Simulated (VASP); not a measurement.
# Ni in VASP: further runs

Ni is run at these levels: LDA; tasks: single point.

Everything below comes from runs of VASP 6.6.1. Logs are shortened: lines on timing, memory, paths and dates and some standing lists are left out, and cuts for length are marked.

### 1 The cell of the first run

The structure is cubic, space group Im-3m (No. 229). The conventional cell has a = 2.767 Å, b = 2.767 Å, c = 2.767 Å, α = 90.00°, β = 90.00°, γ = 90.00°. Within 3.2 Å of Ni (site symmetry m-3m) lie 14 Ni at 2.40 to 2.77 Å.

This isn't the form of Ni at room conditions, which is fcc.

### 2 Single point, LDA, collinear spin, ferromagnetic start

INCAR reads:

```
SYSTEM = Ni
ALGO     = Normal         ! electronic algorithm
EDIFF    = 1E-6           ! SCF threshold, eV
ENCUT    = 520            ! plane-wave cutoff, eV
GGA      = CA             ! functional
ISIF     = 2              ! what is computed and relaxed
ISMEAR   = -1             ! smearing method
ISPIN    = 2              ! spin polarisation
LASPH    = .TRUE.         ! aspherical terms in the spheres
LCHARG   = .FALSE.        ! write CHGCAR
LMAXMIX  = 4              ! l up to which the mixer works
LORBIT   = 11             ! projections on sites
LREAL    = .FALSE.        ! projectors in reciprocal space
LWAVE    = .FALSE.        ! write WAVECAR
MAGMOM   = 1              ! initial moments
NBANDS   = 15             ! bands
NELM     = 150            ! most SCF steps
PREC     = Accurate       ! precision mode
SIGMA    = 0.05           ! smearing width, eV
```

KPOINTS reads:

```
k-points
0
G
  17 17 17
  0 0 0
```

POSCAR reads:

```
Ni
1.0
   -1.3837150000      1.3837150000      1.3837150000
    1.3837150000     -1.3837150000      1.3837150000
    1.3837150000      1.3837150000     -1.3837150000
Ni
1
Direct
    0.0000000000      0.0000000000      0.0000000000
```

Potentials or basis: VASP PAW LDA potentials, release 64 (Ni).

Launch:

```sh
cat potpaw_LDA.64/Ni/POTCAR > POTCAR
mpirun -np 1 vasp_std > vasp.out
```

OUTCAR:

```text
SYSTEM = Ni
   EDIFF = 1E-6
   ENCUT = 520
   GGA = CA
   ISIF = 2
   ISMEAR = -1
   ISPIN = 2
   LASPH = .TRUE.
   LORBIT = 11
   LREAL = .FALSE.
   NELM = 150
   PREC = Accurate

 ion  position               nearest neighbor table
   1  0.000  0.000  0.000-

  LATTYP: Found a body centered cubic cell.
 ALAT       =     2.7674300000

  Lattice vectors:

 A1 = (  -1.3837150000,   1.3837150000,   1.3837150000)
 A2 = (   1.3837150000,  -1.3837150000,   1.3837150000)
 A3 = (   1.3837150000,   1.3837150000,  -1.3837150000)

Analysis of symmetry for initial positions (statically):
=====================================================================
 Subroutine PRICEL returns:
 Original cell was already a primitive cell.

 Routine SETGRP: Setting up the symmetry group for a
 body centered cubic supercell.

 Subroutine GETGRP returns: Found 48 space group operations
 (whereof 48 operations were pure point group operations)
 out of a pool of 48 trial point group operations.

The static configuration has the point symmetry O_h .

Analysis of symmetry for dynamics (positions and initial velocities):
=====================================================================
 Subroutine PRICEL returns:
 Original cell was already a primitive cell.

 Routine SETGRP: Setting up the symmetry group for a
 body centered cubic supercell.

 Subroutine GETGRP returns: Found 48 space group operations
 (whereof 48 operations were pure point group operations)
 out of a pool of 48 trial point group operations.

The dynamic configuration has the point symmetry O_h .

Analysis of structural, dynamic, and magnetic symmetry:
=====================================================================
 Subroutine PRICEL returns:
 Original cell was already a primitive cell.

 Routine SETGRP: Setting up the symmetry group for a
 body centered cubic supercell.

 Subroutine GETGRP returns: Found 48 space group operations
 (whereof 48 operations were pure point group operations)
 out of a pool of 48 trial point group operations.

The overall configuration has the point symmetry O_h .

 Subroutine INISYM returns: Found 48 space group operations
 (whereof 48 operations are pure point group operations),
 and found     1 'primitive' translations

----------------------------------------------------------------------------------------

                                     Primitive cell

  volume of cell :      10.5974

  direct lattice vectors                    reciprocal lattice vectors
    -1.383715000  1.383715000  1.383715000     0.000000000  0.361346086  0.361346086
[... 115 lines left out ...]
 spin polarized calculation
  energy-cutoff  :      520.00
  volume of cell :       10.60
 maximum number of plane-waves:       321
 NGX is ok and might be reduce to    18
   NGX =  9   NGY =  9   NGZ =  9

 number of electron      10.0000004 magnetization       0.4074546

 Free energy of the ion-electron system (eV)
  ---------------------------------------------------
  ext. energy  EPLUGINS =         0.00000000
  ---------------------------------------------------
  free energy    TOTEN  =        -6.46787977 eV

  energy without entropy =       -6.45233550  energy(sigma->0) =       -6.46010764

 E-fermi :   9.2744     XC(G=0): -13.7650

 val. band max:        9.2716340975   @ k =  -0.4706  -0.4706   0.1765
 cond. band min:       9.2836332229   @ k =   0.2353   0.0588   0.0588
 fundamental gap:      0.0119991254
 Fermi energy:         9.2744472639

 spin component 1

 k-point     1 :       0.0000    0.0000    0.0000
  band No.  band energies     occupation
      1       0.2471      1.00000
      2       7.0493      1.00000
      3       7.0493      1.00000
      4       7.0493      1.00000
      5       8.5073      1.00000
      6       8.5073      1.00000
      7      36.0720      0.00000
      8      36.0720      0.00000
      9      36.0720      0.00000
     10      41.1646      0.00000
     11      41.1646      0.00000
     12      42.1652      0.00000
     13      42.1652      0.00000
     14      42.1652      0.00000
[... 403 lines left out ...]
      4       8.1831      1.00000
      5       8.6264      1.00000
      6       8.9388      0.99879
      7      24.8744      0.00000
      8      25.6335      0.00000
      9      31.3382      0.00000
     10      36.3843      0.00000
     11      39.7177      0.00000
     12      43.2868      0.00000
     13      46.4711      0.00000
     14      49.5630      0.00000
     15      51.7246      0.00000

 [... further k-points ...]

 spin component 2

 k-point     1 :       0.0000    0.0000    0.0000
  band No.  band energies     occupation
      1       0.2828      1.00000
      2       7.4759      1.00000
      3       7.4759      1.00000
      4       7.4759      1.00000
      5       8.8626      0.99974
      6       8.8626      0.99974
      7      36.0680      0.00000
      8      36.0680      0.00000
      9      36.0680      0.00000
     10      41.1842      0.00000
     11      41.1842      0.00000
     12      42.2897      0.00000
     13      42.2897      0.00000
     14      42.2897      0.00000
[... 403 lines left out ...]
      4       8.5535      1.00000
      5       9.0158      0.99436
      6       9.3471      0.18944
      7      24.9914      0.00000
      8      25.7433      0.00000
      9      31.4264      0.00000
     10      36.4293      0.00000
     11      39.7986      0.00000
     12      43.3477      0.00000
     13      46.5735      0.00000
     14      49.6115      0.00000
     15      51.8247      0.00000

 [... further k-points ...]
[... 5 lines left out ...]
  --------------------------------------------------------------------------------------
  -------------------------------------------------------------------------------------
  Total       -0.7198109     -0.7198109     -0.7198109      0.0000000      0.0000000     -0.0000000
  in kB     -108.8250933   -108.8250933   -108.8250933      0.0000000      0.0000000     -0.0000000
  external PRESSURE =    -108.8250933 kB  Pullay stress =       0.0000000 kB

 VOLUME and BASIS-vectors are now :
 -----------------------------------------------------------------------------
  energy-cutoff  :      520.00
  volume of cell :       10.60
      direct lattice vectors                 reciprocal lattice vectors
    -1.383715000  1.383715000  1.383715000     0.000000000  0.361346086  0.361346086
     1.383715000 -1.383715000  1.383715000     0.361346086  0.000000000  0.361346086
     1.383715000  1.383715000 -1.383715000     0.361346086  0.361346086  0.000000000

 POSITION                                       TOTAL-FORCE (eV/Angst)
 -----------------------------------------------------------------------------------
      0.00000      0.00000      0.00000        -0.000000      0.000000     -0.000000
 -----------------------------------------------------------------------------------
    total drift:                                0.000000      0.000000      0.000000

  FREE ENERGIE OF THE ION-ELECTRON SYSTEM (eV)
  ---------------------------------------------------
  free  energy   TOTEN  =        -6.4678797742 eV

  energy  without entropy=       -6.4523355042  energy(sigma->0) =       -6.46010764

 total charge

# of ion       s       p       d       tot
------------------------------------------
    1        0.503   0.509   8.360   9.373

 magnetization (x)

# of ion       s       p       d       tot
------------------------------------------
    1       -0.003  -0.010   0.421   0.409
```

OSZICAR:

```text
N       E                     dE             d eps       ncg     rms          rms(c)
DAV:   1     0.317501070887E+02    0.31750E+02   -0.41906E+03 10513   0.867E+02
DAV:   2    -0.612281006284E+01   -0.37873E+02   -0.35407E+02 11293   0.163E+02
DAV:   3    -0.749730691376E+01   -0.13745E+01   -0.13570E+01 12163   0.304E+01
DAV:   4    -0.750514180595E+01   -0.78349E-02   -0.78338E-02 12008   0.219E+00
DAV:   5    -0.750522871608E+01   -0.86910E-04   -0.86909E-04 12463   0.207E-01    0.102E+01
DAV:   6    -0.679389402203E+01    0.71133E+00   -0.12715E+01 14268   0.400E+01    0.566E+00
DAV:   7    -0.648872186605E+01    0.30517E+00   -0.22322E+00 13295   0.151E+01    0.197E+00
DAV:   8    -0.647054391352E+01    0.18178E-01   -0.33578E-02 13334   0.122E+00    0.838E-01
DAV:   9    -0.646839191902E+01    0.21520E-02   -0.10101E-03 15924   0.188E-01    0.226E-01
DAV:  10    -0.646788805907E+01    0.50386E-03   -0.25792E-04 15836   0.921E-02    0.426E-02
DAV:  11    -0.646787712103E+01    0.10938E-04   -0.36086E-05 13534   0.389E-02    0.265E-02
DAV:  12    -0.646787980665E+01   -0.26856E-05   -0.45142E-06 10954   0.127E-02    0.605E-03
DAV:  13    -0.646787977419E+01    0.32455E-07   -0.15168E-07  7554   0.395E-03
   1 F= -.64678798E+01 E0= -.64601076E+01  d E =-.155443E-01  mag=     0.4072
```

stdout:

```text
POSCAR found type information on POSCAR Ni
 POSCAR found :  1 types and       1 ions
 scaLAPACK will be used
 LDA part: xc-table for (Slater(with rela. corr.)+CA(PZ))
 , standard interpolation
 POSCAR, INCAR and KPOINTS ok, starting setup
 FFT: planning ... GRIDC
 FFT: planning ... GRID_SOFT
 FFT: planning ... GRID
 WAVECAR not read
 entering main loop
```

Wall time 83 s (1 thread of Intel Xeon 8259CL, shared host); peak memory 0.15 GiB.

What came out:

* Free energy: -6.4679 eV
* Pressure: -10.9 GPa
* Net moment: 0.41 μB per cell
* Site moments: Ni +0.41 μB
* Valence electrons inside the program's atomic spheres: Ni 9.37

Levels at points of the mesh, in eV from the Fermi level:
Spin up:
```tsv
k point	band 2	band 3	band 4	band 5	band 6	band 7	band 8	band 9
(0.00, 0.00, 0.00)	-2.23	-2.23	-2.23	-0.77	-0.77	26.80	26.80	26.80
```
Spin down:
| k point | band 2 | band 3 | band 4 | band 5 | band 6 | band 7 | band 8 | band 9 |
| --- | --- | --- | --- | --- | --- | --- | --- | --- |
| (0.00, 0.00, 0.00) | -1.80 | -1.80 | -1.80 | -0.41 | -0.41 | 26.79 | 26.79 | 26.79 |

Caveat: the cell stands under tension.

### 3 Single point, LDA, collinear spin, ferromagnetic start

INCAR reads:

```
PREC = Accurate
ENCUT = 520
EDIFF = 1E-6
ISMEAR = -1
SIGMA = 0.05
LREAL = F
LASPH = T
NELM = 150
ALGO = Normal
ISIF = 2
LWAVE = F
LCHARG = F
ISPIN = 2
MAGMOM = 1
LORBIT = 11
LMAXMIX = 4
GGA = CA
NBANDS = 15
```

KPOINTS reads:

```
Automatic mesh
0
Gamma
  17 17 17
```

POSCAR reads:

```
Ni
1.0
   -1.3906335750      1.3906335750      1.3837150000
    1.3906335750     -1.3906335750      1.3837150000
    1.3767964250      1.3767964250     -1.3837150000
Ni
1
Direct
    0.0000000000      0.0000000000      0.0000000000
```

Potentials or basis: VASP PAW LDA potentials, release 64 (Ni).

Launch:

```sh
cat potpaw_LDA.64/Ni/POTCAR > POTCAR
mpirun -np 1 vasp_std > vasp.out
```

Run time: 4.2 min. Hardware: 1 thread of Intel Xeon 8259CL, shared host; peak memory 0.28 GiB.

It converged, with:

| Quantity | Value |
| --- | --- |
| Free energy | -6.4674 eV |
| Pressure | -10.9 GPa |
| Net moment | 0.41 μB per cell |
| Site moments | Ni +0.41 μB |
| Valence electrons inside the program's atomic spheres | Ni 9.37 |

Stress tensor (GPa, compression positive):
```
-10.87   1.49   0.00
  1.49 -10.87   0.00
  0.00   0.00 -10.86
```

Levels at points of the mesh, in eV from the Fermi level:
Spin up:
| k point | band 1 | band 2 | band 3 | band 4 | band 5 | band 6 | band 7 | band 8 | band 9 | band 10 |
| --- | --- | --- | --- | --- | --- | --- | --- | --- | --- | --- |
| (0.00, 0.00, 0.00) | -9.03 | -2.27 | -2.23 | -2.18 | -0.77 | -0.77 | 26.64 | 26.80 | 26.94 | 31.85 |
Spin down:
```csv
k point,band 2,band 3,band 4,band 5,band 6,band 7,band 8,band 9
"(0.00, 0.00, 0.00)",-1.84,-1.80,-1.75,-0.41,-0.41,26.64,26.80,26.94
```

Caveat: the cell stands under tension.

### 4 Single point, LDA, collinear spin, ferromagnetic start

INCAR reads:

```
SYSTEM = Ni
ALGO = Normal
EDIFF = 1E-6
ENCUT = 520
GGA = CA
ISIF = 2
ISMEAR = -1
ISPIN = 2
LASPH = .TRUE.
LCHARG = .FALSE.
LMAXMIX = 4
LORBIT = 11
LREAL = .FALSE.
LWAVE = .FALSE.
MAGMOM = 1
NBANDS = 15
NELM = 150
PREC = Accurate
SIGMA = 0.05
```

KPOINTS reads:

```
k-points
0
G
  17 17 17
  0 0 0
```

POSCAR reads:

```
Ni
1.0
   -1.3883273833      1.3883273833      1.3837150000
    1.3883273833     -1.3883273833      1.3837150000
    1.3791026167      1.3791026167     -1.3837150000
Ni
1
Direct
    0.0000000000      0.0000000000      0.0000000000
```

Potentials or basis: VASP PAW LDA potentials, release 64 (Ni).

Launch:

```sh
cat potpaw_LDA.64/Ni/POTCAR > POTCAR
mpirun -np 1 vasp_std > vasp.out
```

OUTCAR:

```text
SYSTEM = Ni
   EDIFF = 1E-6
   ENCUT = 520
   GGA = CA
   ISIF = 2
   ISMEAR = -1
   ISPIN = 2
   LASPH = .TRUE.
   LORBIT = 11
   LREAL = .FALSE.
   NELM = 150
   PREC = Accurate

 ion  position               nearest neighbor table
   1  0.000  0.000  0.000-

  LATTYP: Found a face centered orthorhombic cell.
 ALAT       =     2.7674300000
 B/A-ratio  =     1.4094995172
 C/A-ratio  =     1.4189276075

  Lattice vectors:

 A1 = (  -0.0092247666,   2.7674300000,   0.0000000000)
 A2 = (  -1.3883273833,   1.3883273833,   1.3837150000)
 A3 = (   1.3791026167,   1.3791026167,   1.3837150000)

Analysis of symmetry for initial positions (statically):
=====================================================================
 Subroutine PRICEL returns:
 Original cell was already a primitive cell.

 Routine SETGRP: Setting up the symmetry group for a
 face centered orthorhombic supercell.

 Subroutine GETGRP returns: Found  8 space group operations
 (whereof  8 operations were pure point group operations)
 out of a pool of  8 trial point group operations.

[... 622 lines left out ...]
      2       7.4455      1.00000
      3       7.4753      1.00000
      4       7.5057      1.00000
      5       8.8626      0.99974
      6       8.8630      0.99973
      7      35.9670      0.00000
      8      36.0688      0.00000
      9      36.1652      0.00000
     10      41.1671      0.00000
     11      41.1851      0.00000
     12      42.1479      0.00000
     13      42.2901      0.00000
     14      42.4394      0.00000
[... 403 lines left out ...]
      4       7.7109      1.00000
      5       8.7639      0.99996
      6       8.8774      0.99964
      7      33.3441      0.00000
      8      34.2922      0.00000
      9      36.2366      0.00000
     10      38.0097      0.00000
     11      39.5442      0.00000
     12      40.5084      0.00000
     13      43.0515      0.00000
     14      43.3865      0.00000
     15      46.3913      0.00000

 [... further k-points ...]
[... 5 lines left out ...]
  --------------------------------------------------------------------------------------
  -------------------------------------------------------------------------------------
  Total       -0.7195474     -0.7195474     -0.7192398      0.0658315     -0.0000000     -0.0000000
  in kB     -108.7864669   -108.7864669   -108.7399571      9.9528965     -0.0000000     -0.0000000
  external PRESSURE =    -108.7709636 kB  Pullay stress =       0.0000000 kB

 VOLUME and BASIS-vectors are now :
 -----------------------------------------------------------------------------
  energy-cutoff  :      520.00
  volume of cell :       10.60
      direct lattice vectors                 reciprocal lattice vectors
    -1.388327383  1.388327383  1.383715000     0.001204500  0.361350101  0.361346086
     1.388327383 -1.388327383  1.383715000     0.361350101  0.001204500  0.361346086
     1.379102617  1.379102617 -1.383715000     0.362554602  0.362554602  0.000000000

 POSITION                                       TOTAL-FORCE (eV/Angst)
 -----------------------------------------------------------------------------------
      0.00000      0.00000      0.00000        -0.000000      0.000000      0.000000
 -----------------------------------------------------------------------------------
    total drift:                                0.000000      0.000000      0.000000

  FREE ENERGIE OF THE ION-ELECTRON SYSTEM (eV)
  ---------------------------------------------------
  free  energy   TOTEN  =        -6.4676684455 eV

  energy  without entropy=       -6.4521099648  energy(sigma->0) =       -6.45988921

 total charge

# of ion       s       p       d       tot
------------------------------------------
    1        0.503   0.509   8.360   9.373

 magnetization (x)

# of ion       s       p       d       tot
------------------------------------------
    1       -0.003  -0.010   0.420   0.408
```

stdout:

```text
POSCAR found type information on POSCAR Ni
 POSCAR found :  1 types and       1 ions
 scaLAPACK will be used
 LDA part: xc-table for (Slater(with rela. corr.)+CA(PZ))
 , standard interpolation
 POSCAR, INCAR and KPOINTS ok, starting setup
 FFT: planning ... GRIDC
 FFT: planning ... GRID_SOFT
 FFT: planning ... GRID
 WAVECAR not read
 entering main loop
```

It took 4.1 min on 1 thread of Intel Xeon 8259CL, shared host; peak memory 0.28 GiB.

Results:

| Quantity | Value |
| --- | --- |
| Free energy | -6.4677 eV |
| Pressure | -10.9 GPa |
| Net moment | 0.41 μB per cell |
| Site moments | Ni +0.41 μB |
| Valence electrons inside the program's atomic spheres | Ni 9.37 |

Levels at points of the mesh, in eV from the Fermi level:
Spin up:
```csv
k point,band 1,band 2,band 3,band 4,band 5,band 6,band 7,band 8,band 9,band 10
"(0.00, 0.00, 0.00)",-9.03,-2.25,-2.23,-2.20,-0.77,-0.77,26.70,26.80,26.89,31.87
```
Spin down:
```csv
k point,band 2,band 3,band 4,band 5,band 6,band 7,band 8,band 9
"(0.00, 0.00, 0.00)",-1.83,-1.80,-1.77,-0.41,-0.41,26.69,26.79,26.89
```

Caveat: the cell stands under tension.

[end of part 1 of 2]
